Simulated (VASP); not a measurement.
Ge, 2 atoms in the cell. It takes space group P6_3/mmc (No. 194, hexagonal). The conventional cell has a = 2.962 Å, b = 2.962 Å, c = 4.862 Å, α = 90.00°, β = 90.00°, γ = 120.00°. Ge (site symmetry -6m2) has 12 Ge at 2.96 to 2.97 Å within 3.9 Å. This isn't the form of Ge at room conditions, which is diamond.

```yaml
Program: VASP 6.6.1
Task: single point
Functional: PBEsol
Potentials_or_basis: VASP PAW PBE potentials, release 64 (Ge_d)
Cutoff: 520 eV
k_mesh: 17 × 17 × 9
Occupations: methfessel-paxton, width 0.05 eV
Spin: no spin polarisation
Dipole_correction: no
Further_INCAR_settings: ALGO = Normal; EDIFF = 1e-07; NBANDS = 21
```

Potentials or basis: VASP PAW PBE potentials, release 64 (Ge_d).

Run with:

```bash
$ cat potpaw_PBE.64/Ge_d/POTCAR > POTCAR
$ mpirun -np 1 vasp_std > vasp.out
```

Hardware: 1 thread of AMD EPYC 7R13, with other jobs on the host.

Q: How long does it take, and how much memory?

A: It took 2.8 min on 1 thread of AMD EPYC 7R13, with other jobs on the host, peak memory 0.2 GiB. Counts: scf iterations 12, k points 165.
